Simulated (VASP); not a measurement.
Write the native input for VASP 6.6.1 that does the following.

```
Task                   : single point
Functional             : PBEsol
Potentials or basis    : VASP PAW PBE potentials, release 64 (La)
Cutoff                 : 520 eV
k mesh                 : 12 × 12 × 4
Occupations            : gaussian, width 0.15 eV
Spin                   : no spin polarisation
Dipole correction      : no
Further INCAR settings : ALGO = Fast; EDIFF = 1e-06; NBANDS = 30
```

The structure of La lies in POSCAR:

```
La
1.0
    3.5514000000      0.0000000000      0.0000000000
   -1.7757000000      3.0756026190      0.0000000000
    0.0000000000      0.0000000000     12.5540000000
La
4
Direct
    0.0000000000      0.0000000000      0.0000000000
    0.0000000000      0.0000000000      0.5000000000
    0.3333333333      0.6666666667      0.2500000000
    0.6666666667      0.3333333333      0.7500000000
```

The input as run:

INCAR

```
ALGO     = Fast           # electronic algorithm
EDIFF    = 1E-6           # SCF threshold, eV
ENCUT    = 520            # plane-wave cutoff, eV
GGA      = PS             # functional
ISIF     = 2              # what is computed and relaxed
ISMEAR   = 0              # smearing method
LASPH    = T              # aspherical terms in the spheres
LCHARG   = F              # write CHGCAR
LREAL    = F              # projectors in reciprocal space
LWAVE    = F              # write WAVECAR
NBANDS   = 30             # bands
NELM     = 80             # most SCF steps
PREC     = Accurate       # precision mode
SIGMA    = 0.15           # smearing width, eV
```

KPOINTS

```
k-points
0
Gamma
  12 12 4
```

Potentials or basis: VASP PAW PBE potentials, release 64 (La).

The run is started by

```console
$ cat potpaw_PBE.64/La/POTCAR > POTCAR
$ mpirun -np 1 vasp_std > vasp.out
```

It gave:

```
Pressure               : 0.1 GPa
Band gap on the k mesh : zero (bands 22 and 23 overlap by 1.16 eV)
```

Caveat: the PAW data sets were made with another functional, which shifts forces and pressure a little; spin-orbit coupling is left out, which moves the levels of the heavy elements.

Run time: 21 min on 1 thread of AMD EPYC 7R43 64-Core Processor (Zen 3) (shared host), peak memory 0.36 GiB.
